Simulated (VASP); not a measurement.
# Be16N (a cell with a defect) in VASP: a series of runs

Runs on Be16N (a cell with a defect). Level: PBE+D3(BJ). Tasks: single point.

Program: VASP 6.6.1. These are calculated values, not measurements. Logs are shortened: lines on timing, memory, paths and dates and some standing lists are left out, and cuts for length are marked.

### Step 1. The cell of the first run

The cell holds a defect, 17 atoms: a = 4.580 Å, b = 3.966 Å, c = 7.177 Å, α = 90.00°, β = 90.00°, γ = 90.00°.

### Step 2. Single point, PBE+D3(BJ)

File INCAR:

```
SYSTEM = Be16N
  PREC = Accurate
  ENCUT = 520
  EDIFF = 1E-6
  ISMEAR = -1
  SIGMA = 0.15
  LREAL = Auto
  LASPH = .True.
  NELM = 100
  ALGO = Normal
  ISIF = 2
  LWAVE = .False.
  LCHARG = .True.
  GGA = PE
  IVDW = 12
  LELF = .True.
  LVHAR = .True.
  NBANDS = 32
```

File KPOINTS:

```
regular mesh
0
Gamma
  3 3 2
  0 0 0
```

File POSCAR:

```
Be16N
1.0
   -2.2900000000     -3.9663960000      0.0000000000
    3.4350000000     -1.9831980000      0.0000000000
    0.0000000000      0.0000000000      7.1768600000
Be N
16 1
Direct
    0.7774588069      0.4860787970      0.0145467516
    0.4611502319      0.3296168940      0.2334865108
    0.7455756942      0.4774871440      0.4896570366
    0.5094785778      0.3007295322      0.7615447424
    0.5285657691     -0.0672152515     -0.0004598111
    0.2796684714      0.8575664627      0.2532026541
    0.4867904903      0.0405386384      0.4786912382
    0.2454218763      0.8705432596      0.7511502245
    0.2842364615      0.4960703047      0.0108961301
   -0.0114356221      0.2890574747      0.2450932581
    0.2772765133      0.5859281559      0.4857974100
   -0.0632818962      0.3109125059      0.7413130533
    0.0318397790      0.0310664029      0.0151319658
    0.7606055101      0.7909131348      0.2706197418
   -0.0213001859     -0.0217401530      0.4971394175
    0.7319374615      0.7955565609      0.7524878568
    0.2376792550      0.2447410463      0.6229743927
```

Potentials or basis: VASP PAW PBE potentials, release 64 (Be, N).

Launch:

```bash
cat potpaw_PBE.64/Be/POTCAR potpaw_PBE.64/N/POTCAR > POTCAR
mpirun -np 1 vasp_std > vasp.out
```

OUTCAR:

```text
SYSTEM = Be16N
   PREC = Accurate
   ENCUT = 520
   EDIFF = 1E-6
   ISMEAR = -1
   LREAL = Auto
   LASPH = .True.
   NELM = 100
   ISIF = 2
   GGA = PE
   IVDW = 12
 IVDW          = 12

 ion  position               nearest neighbor table
   1  0.777  0.486  0.015-  10 2.07   5 2.11  13 2.15  14 2.20  12 2.20   2 2.23  16 2.26   9 2.26
                             4 2.31   9 2.32
   2  0.461  0.330  0.233-   9 1.91   6 2.05   7 2.10  10 2.17   1 2.23  11 2.24   6 2.26  14 2.30
                             5 2.32   3 2.33
   3  0.746  0.477  0.490-  14 2.01   7 2.10  12 2.11  11 2.19  10 2.21  15 2.25  15 2.26  16 2.27
                             2 2.33   4 2.34
   4  0.509  0.301  0.762-  17 1.61  12 1.96   8 2.09   9 2.21  16 2.21   5 2.25  16 2.25   7 2.28
                             1 2.31   3 2.34
   5  0.529  0.933  1.000-   9 2.06  16 2.08   1 2.11   6 2.17   8 2.22   4 2.25  14 2.29  13 2.31
                             2 2.32  13 2.34
   6  0.280  0.858  0.253-  11 1.99   7 2.01   2 2.05  13 2.16   5 2.17  10 2.17  14 2.22   9 2.25
                             2 2.26  15 2.28
   7  0.487  0.041  0.479-  17 1.74   6 2.01  11 2.04   3 2.10   2 2.10  14 2.19  15 2.27   4 2.28
                            15 2.34   8 2.35  11 2.37
   8  0.245  0.871  0.751-  17 1.75   4 2.09   5 2.22  11 2.22  13 2.23  15 2.24  16 2.25  12 2.25
                             7 2.35  16 2.37
   9  0.284  0.496  0.011-   2 1.91   5 2.06  13 2.18   4 2.21   6 2.25   1 2.26  10 2.31   1 2.32
[... 9 lines left out ...]
  14  0.761  0.791  0.271-   3 2.01  15 2.05   7 2.19   1 2.20   6 2.22  10 2.24  10 2.26   5 2.29
                             2 2.30
  15  0.979  0.978  0.497-  17 1.83  14 2.05  11 2.07  10 2.19  12 2.20   8 2.24   3 2.25   3 2.26
                             7 2.27  16 2.27   6 2.28   7 2.34
  16  0.732  0.796  0.752-   5 2.08  12 2.14   4 2.21   8 2.25   4 2.25  12 2.25   1 2.26   3 2.27
                            15 2.27   8 2.37
  17  0.238  0.245  0.623-   4 1.61  12 1.64  11 1.68   7 1.74   8 1.75  15 1.83

  LATTYP: Found a simple orthorhombic cell.
 ALAT       =     3.9663962620
 B/A-ratio  =     1.1547004875
 C/A-ratio  =     1.8094157835

  Lattice vectors:

 A1 = (  -3.4350000000,   1.9831980000,   0.0000000000)
 A2 = (  -2.2900000000,  -3.9663960000,   0.0000000000)
 A3 = (   0.0000000000,   0.0000000000,   7.1768600000)

Analysis of symmetry for initial positions (statically):
=====================================================================
 Subroutine PRICEL returns:
 Original cell was already a primitive cell.

 Routine SETGRP: Setting up the symmetry group for a
 simple orthorhombic supercell.

 Subroutine GETGRP returns: Found  1 space group operations
 (whereof  1 operations were pure point group operations)
 out of a pool of  8 trial point group operations.

The static configuration has the point symmetry C_1 .

Analysis of symmetry for dynamics (positions and initial velocities):
=====================================================================
 Subroutine PRICEL returns:
 Original cell was already a primitive cell.

 Routine SETGRP: Setting up the symmetry group for a
 simple orthorhombic supercell.

 Subroutine GETGRP returns: Found  1 space group operations
 (whereof  1 operations were pure point group operations)
 out of a pool of  8 trial point group operations.

The dynamic configuration has the point symmetry C_1 .

 Subroutine INISYM returns: Found  1 space group operations
 (whereof  1 operations are pure point group operations),
 and found     1 'primitive' translations

----------------------------------------------------------------------------------------

                                     Primitive cell

  volume of cell :     130.3755

  direct lattice vectors                    reciprocal lattice vectors
    -2.290000000 -3.966396000  0.000000000    -0.109170306 -0.189088533  0.000000000
     3.435000000 -1.983198000  0.000000000     0.218340611 -0.126059022  0.000000000
     0.000000000  0.000000000  7.176860000     0.000000000  0.000000000  0.139336702

  length of vectors
     4.579999697  3.966396262  7.176860000     0.218340626  0.252118027  0.139336702

  position of ions in fractional coordinates (direct lattice)
     0.777458807  0.486078797  0.014546752
     0.461150232  0.329616894  0.233486511
     0.745575694  0.477487144  0.489657037
     0.509478578  0.300729532  0.761544742
     0.528565769  0.932784748  0.999540189
     0.279668471  0.857566463  0.253202654
[... 9 lines left out ...]
     0.731937462  0.795556561  0.752487857
     0.237679255  0.244741046  0.622974393

  ion indices of the primitive-cell ions
   primitive index   ion index
                 1           1
                 2           2
                 3           3
                 4           4
                 5           5
                 6           6
[... 9 lines left out ...]
                16          16
                17          17

----------------------------------------------------------------------------------------

 KPOINTS: regular mesh

Automatic generation of k-mesh.
 Grid dimensions read from file:
 generate k-points for:    3    3    2

 Generating k-lattice:

  Cartesian coordinates                     Fractional coordinates (reciprocal lattice)
    -0.036390102 -0.063029511  0.000000000     0.333333333  0.000000000  0.000000000
     0.072780204 -0.042019674  0.000000000    -0.000000000  0.333333333  0.000000000
     0.000000000  0.000000000  0.069668351     0.000000000  0.000000000  0.500000000

  Length of vectors
     0.072780209  0.084039342  0.069668351

  Shift w.r.t. Gamma in fractional coordinates (k-lattice)
     0.000000000  0.000000000  0.000000000

 Subroutine IBZKPT returns following result:
 ===========================================

 Found     10 irreducible k-points:

 Following reciprocal coordinates:
            Coordinates               Weight
  0.000000  0.000000  0.000000      1.000000
  0.333333  0.000000  0.000000      2.000000
  0.000000  0.333333  0.000000      2.000000
  0.333333  0.333333  0.000000      2.000000
 -0.333333  0.333333  0.000000      2.000000
  0.000000  0.000000  0.500000      1.000000
  0.333333  0.000000  0.500000      2.000000
  0.000000  0.333333  0.500000      2.000000
  0.333333  0.333333  0.500000      2.000000
 -0.333333  0.333333  0.500000      2.000000
   k-points           NKPTS =     10   k-points in BZ     NKDIM =     10   number of bands    NBANDS=     32
   number of dos      NEDOS =    301   number of ions     NIONS =     17
   total plane-waves  NPLWV =  58320
   dimension x,y,z NGX =    36 NGY =   30 NGZ =   54
   dimension x,y,z NGXF=    72 NGYF=   60 NGZF=  108
   ions per type =              16   1
   NGX,Y,Z   is equivalent  to a cutoff of  13.07, 12.57, 12.51 a.u.
   NGXF,Y,Z  is equivalent  to a cutoff of  26.13, 25.15, 25.02 a.u.
 SYSTEM =  Be16N
   PREC   = accura    normal or accurate (medium, high low for compatibility)
   ISTART =      0    job   : 0-new  1-cont  2-samecut
   ICHARG =      2    charge: 1-file 2-atom 10-const
   ISPIN  =      1    spin polarized calculation?
   LNONCOLLINEAR =      F non collinear calculations
   LSORBIT =      F    spin-orbit coupling
   LASPH  =      T    aspherical Exc in radial PAW
   ENCUT  =  520.0 eV  38.22 Ry    6.18 a.u.   8.52  7.37 13.34*2*pi/ulx,y,z
   NELM   =    100;   NELMIN=  2; NELMDL= -5     # of ELM steps
   EDIFF  = 0.1E-05   stopping-criterion for ELM
   LREAL  =      T    real-space projection
   EDIFFG = 0.1E-04   stopping-criterion for IOM
   NSW    =      0    number of steps for IOM
   IBRION =     -1    ionic relax: 0-MD 1-quasi-New 2-CG
   NFREE  =      0    steps in history (QN), initial steepest desc. (CG)
   ISIF   =      2    stress and relaxation
   ISYM   =      2    0-nonsym 1-usesym 2-fastsym
   POTIM  = 0.5000    time-step for ionic-motion
   TEBEG  =    0.0;   TEEND  =   0.0 temperature during run
   PSTRESS=    0.0 pullay stress
   NELECT =      37.0000    total number of electrons
   NUPDOWN=      -1.0000    fix difference up-down
   EMIN   =  10.00;   EMAX   =-10.00  energy-range for DOS
   EFERMI =   0.00;   METHOD = LEGACY
   ISMEAR =    -1;   SIGMA  =   0.15  broadening in eV -4-tet -1-fermi 0-gaus
   EFERMI_NEDOS =   21; number of points for ismear=-14 and -15
   IALGO  =     38    algorithm
   IMIX   =      4    mixing-type and parameters
     AMIX     =   0.40;   BMIX     =  1.00
     AMIX_MAG =   1.60;   BMIX_MAG =  1.00
  volume/ion in A,a.u.               =       7.67        51.75
  Fermi-wavevector in a.u.,A,eV,Ry     =   1.075829  2.033023 15.747503  1.157409
  Thomas-Fermi vector in A             =   2.211697
   LORBIT       =      0    0 simple, 1 ext, 2 COOP (PROOUT), +10 PAW based schemes
   GGA     = PE    functional components
   LHFCALC =     F    Hartree Fock is set to
   AEXX    =    0.0000 exact exchange contribution
   IVDW    =    12    specifies the selected vdW correction
   LEPSILON=     F    determine dielectric tensor
   LRPA    =     F    only Hartree local field effects (RPA)
 non-spin polarized calculation
  energy-cutoff  :      520.00
  volume of cell :      130.38
 maximum number of plane-waves:      3531
 NGX is ok and might be reduce to    36
   NGX = 17   NGY = 15   NGZ = 27

 number of electron      37.0000001 magnetization

 Free energy of the ion-electron system (eV)
  ---------------------------------------------------
  ext. energy  EPLUGINS =         0.00000000
  ---------------------------------------------------
  free energy    TOTEN  =       -65.28765579 eV

  energy without entropy =      -65.09719588  energy(sigma->0) =      -65.19242583

 E-fermi :   7.1698     XC(G=0): -10.7395

 val. band max:        7.1527780817   @ k =  -0.3333   0.3333   0.5000
 cond. band min:       7.2854956794   @ k =   0.0000   0.0000   0.5000
 fundamental gap:      0.1327175977
 Fermi energy:         7.1698358419

 k-point     1 :       0.0000    0.0000    0.0000
  band No.  band energies     occupation
      1     -10.1317      2.00000
      2      -3.4166      2.00000
      3      -2.3432      2.00000
      4      -0.8776      2.00000
      5      -0.7188      2.00000
      6       0.0963      2.00000
[... 319 lines left out ...]
     29      12.5713      0.00000
     30      12.6694      0.00000
 [bands above 30 left out]

------------------------ aborting loop because EDIFF is reached ----------------------------------------

 Edisp (eV)   -5.91182

 E8    (eV) :    -2.0284

  FORCE on cell =-STRESS in cart. coord.  units (eV):
  Direction    XX          YY          ZZ          XY          YZ          ZX
  --------------------------------------------------------------------------------------
  -------------------------------------------------------------------------------------
  Total       3.69661    -0.90267     5.77700    -0.59614    -0.03677    -2.13906
  in kB      45.42738   -11.09290    70.99324    -7.32591    -0.45184   -26.28683
  external pressure =       35.11 kB  Pullay stress =        0.00 kB

 VOLUME and BASIS-vectors are now :
 -----------------------------------------------------------------------------
  energy-cutoff  :      520.00
  volume of cell :      130.38
      direct lattice vectors                 reciprocal lattice vectors
    -2.290000000 -3.966396000  0.000000000    -0.109170306 -0.189088533  0.000000000
     3.435000000 -1.983198000  0.000000000     0.218340611 -0.126059022  0.000000000
     0.000000000  0.000000000  7.176860000     0.000000000  0.000000000  0.139336702

 POSITION                                       TOTAL-FORCE (eV/Angst)
 -----------------------------------------------------------------------------------
     -0.11070     -4.04770      0.10440         0.009489      0.228514     -0.555971
      0.07620     -2.48280      1.67570        -0.987951     -1.587237      0.777176
     -0.06720     -3.90420      3.51420         0.706576     -0.719174      0.012437
     -0.13370     -2.61720      5.46550         0.393468     -0.456220      0.395377
      1.99370     -3.94640      7.17356         1.499605     -0.600496      0.457938
      2.30530     -2.81000      1.81720        -0.133469      1.332442     -1.271354
[... 9 lines left out ...]
      1.05660     -4.48090      5.40050        -0.651182      0.072166     -0.111439
      0.29640     -1.42810      4.47100         0.085034      0.715252     -0.377728
 -----------------------------------------------------------------------------------
    total drift:                               -0.000535      0.000317     -0.002892

  FREE ENERGIE OF THE ION-ELECTRON SYSTEM (eV)
  ---------------------------------------------------
  free  energy   TOTEN  =       -71.1994796440 eV

  energy  without entropy=      -71.0090197290  energy(sigma->0) =      -71.10424969
```

Wall time 74 s (1 thread of Intel Xeon Platinum 8259CL at 2.50GHz (Skylake/Cascade Lake), shared host); peak memory 0.26 GiB.

Results:

```
Free energy                : -71.1995 eV
Pressure                   : 3.5 GPa
Largest force              : 2.565 eV/Å
Dispersion energy per atom : -0.348 eV
```

Forces in eV/Å, atoms in the order of the input:
```
Be   0.009  0.229 -0.556
Be  -0.988 -1.587  0.777
Be   0.707 -0.719  0.012
Be   0.393 -0.456  0.395
Be   1.500 -0.600  0.458
Be  -0.133  1.332 -1.271
Be  -0.079  0.114  1.200
Be   0.503 -0.009 -0.145
Be   1.020  1.166 -0.477
Be   1.036 -0.513  0.787
Be  -1.938  1.622  0.442
Be  -0.749 -1.107  0.792
Be  -1.096  0.898 -0.803
Be   0.301 -0.207 -1.711
Be   0.081 -0.949  0.589
Be  -0.651  0.072 -0.111
N    0.085  0.715 -0.378
```

Caveat: the k points lie up to 0.53 Å⁻¹ apart.

(Continued in part 2 of 2.)
